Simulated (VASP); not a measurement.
A run of VASP 6.6.1:

Contents of INCAR:

```
SYSTEM = Be
ALGO     = Normal         ! electronic algorithm
EDIFF    = 1E-6           ! SCF threshold, eV
ENCUT    = 600            ! plane-wave cutoff, eV
GGA      = CA             ! functional
GGA_COMPAT= .FALSE.      
ISIF     = 2              ! what is computed and relaxed
ISMEAR   = -1             ! smearing method
LASPH    = .TRUE.         ! aspherical terms in the spheres
LCHARG   = .TRUE.         ! write CHGCAR
LELF     = .TRUE.         ! ELF
LREAL    = .FALSE.        ! projectors in reciprocal space
LVHAR    = .TRUE.       
LWAVE    = .FALSE.        ! write WAVECAR
NBANDS   = 7              ! bands
NELM     = 120            ! most SCF steps
PREC     = Accurate       ! precision mode
SIGMA    = 0.1            ! smearing width, eV
```

The input KPOINTS:

```
k-points
0
G
  21 21 21
  0 0 0
```

POSCAR

```
Be
1.0
    1.6996357985      0.0000000000      0.0000000000
    0.0000000000      1.6996357985      0.0000000000
    0.0000000000      0.0000000000      1.6996357985
Be
1
Direct
    0.0000000000      0.0000000000      0.0000000000
```

Potentials or basis: VASP PAW LDA potentials, release 64 (Be).

The run is started by

```console
$ cat potpaw_LDA.64/Be/POTCAR > POTCAR
$ mpirun -np 1 vasp_std > vasp.out
```

Hardware: 1 thread of Intel Xeon 8259CL, on a shared host.

**Question.** Estimate the wall time of this run.

**Answer.** It took 8.2 s on 1 thread of Intel Xeon 8259CL, with other jobs on the host, peak memory 0.11 GiB. Counts: scf iterations 10, k points 286.
